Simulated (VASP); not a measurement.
Input of a VASP 6.6.1 run:

INCAR

```
ALGO = Normal
EDIFF = 1E-6
ENCUT = 520
GGA = PE
ISIF = 2
ISMEAR = 0
ISPIN = 2
LASPH = T
LCHARG = F
LORBIT = 11
LREAL = F
LWAVE = F
MAGMOM = 0 0 1 1 1 1 1 1
NBANDS = 38
NELM = 150
PREC = Accurate
SIGMA = 0.1
```

Contents of KPOINTS:

```
k-points
0
Gamma
  4 4 4
```

File POSCAR:

```
LiF3
1.0
    4.8989794900     -2.8284271200      0.0000000000
    4.8989794900      2.8284271200      0.0000000000
   -3.2659863200      0.0000000000      4.6188021500
Li F
2 6
Direct
    0.5131837200      0.0131837200      0.9868162800
    0.0131837200      0.5131837200      0.4868162800
    0.7299784200      0.7700215800      0.7299784200
    0.2299784200      0.2700215800      0.7700215800
    0.7500000000      0.2500000000      0.2500000000
    0.2700215800      0.2299784200      0.2700215800
    0.7700215800      0.7299784200      0.2299784200
    0.2500000000      0.7500000000      0.7500000000
```

Potentials or basis: VASP PAW PBE potentials, release 64 (Li_sv, F).

The run is started by

```sh
$ cat potpaw_PBE.64/Li_sv/POTCAR potpaw_PBE.64/F/POTCAR > POTCAR
$ mpirun -np 1 vasp_std > vasp.out
```

Question: What does it give for the largest force?

Answer: 0.468 eV/Å.

Question: What does it give for the net moment?

Answer: 4.00 μB per cell.

Question: What does it give for the band gap on the k mesh?

Answer: Zero (filled and empty bands overlap).

Forces in eV/Å, atoms in the order of the input:
```
Li  -0.444 -0.009  0.145
Li  -0.444  0.009  0.145
F    0.105 -0.195 -0.118
F    0.127  0.096 -0.148
F    0.212 -0.001  0.120
F    0.127 -0.096 -0.148
F    0.105  0.195 -0.118
F    0.212  0.001  0.120
```
